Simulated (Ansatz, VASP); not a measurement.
One calculation of TiSi2, two programs

```
CELL_PARAMETERS angstrom
0.00000 4.11752 4.26290
2.38951 0.00000 4.26290
2.38951 4.11752 0.00000
ATOMIC_POSITIONS crystal
Ti 0.75000 0.75000 0.75000
Ti 0.50000 0.50000 0.50000
Si 0.41257 0.08743 0.41257
Si 0.08743 0.41257 0.08743
Si 0.16257 0.83743 0.16257
Si 0.83743 0.16257 0.83743
```

Alike in both runs: task relaxation of cell and atoms; functional PBEsol; k mesh 7 × 7 × 7; occupations fermi-dirac, width 0.05 eV; no spin polarisation.

|  | VASP | Ansatz |
| --- | --- | --- |
| version | VASP 6.6.1 | Ansatz 0.2.0 |
| potentials or method | VASP PAW PBE potentials, release 64 (Ti_sv, Si) | Ansatz PAW |
| plane-wave cutoff (eV) | 600 | 420 |
| valence electrons in the cell | 40 | 40 |

|  | VASP | Ansatz | Ansatz less VASP |
| --- | --- | --- | --- |
| gap on the k mesh at the Fermi level, each at its own relaxed structure (eV) | none | none | - |
| relaxed volume (Å³/atom) | 13.79 | 13.78 | -0.015 |
| relaxed length of the cell vector where the two differ most in proportion (Å) | 5.900 | 5.896 | -0.0034 |

VASP's potentials were made for PBE, not for PBEsol. A gap of «none» marks a metal or a gap that the smearing closes.

Noted on Ansatz's run: the plane-wave basis is chosen anew once the cell has moved, so the energies of steps on either side of that aren't comparable.
